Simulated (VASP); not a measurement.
## AlN: single point with LDA

The system is AlN.

```
Al N
1.0
     0.00000    2.03452    2.03452
     2.03452    0.00000    2.03452
     2.03452    2.03452    0.00000
Al N
1 1
Direct
  0.50000 0.50000 0.50000
  0.00000 0.00000 0.00000
```

```yaml
Program: VASP 6.6.1
Task: single point
Functional: LDA
Potentials_or_basis: VASP PAW LDA potentials, release 64 (Al, N)
Cutoff: 600 eV
k_mesh: 10 × 10 × 10
Occupations: gaussian, width 0.02 eV
Spin: no spin polarisation
```

```yaml
Pressure: -10.6 GPa
Band_gap_on_the_k_mesh: 4.28 eV (least direct gap 5.50 eV)
```

Levels at points of the mesh, in eV from the valence-band top:
```tsv
k point	band 2	band 3	band 4	band 5	band 6	band 7
(0.00, 0.00, 0.00)	0.00	0.00	0.00	5.50	11.96	11.96
(0.50, 0.00, 0.00)	-8.23	-1.05	-1.05	6.01	10.65	10.65
(0.50, 0.50, 0.00)	-7.29	-2.76	-2.76	4.28	5.23	13.66
```

Run time: 12 s on 1 thread of AMD EPYC 7R43 64-Core Processor (Zen 3), on a shared host, peak memory 0.09 GiB.

Caveat: the cell stands under tension. A k mesh can miss the band edges.
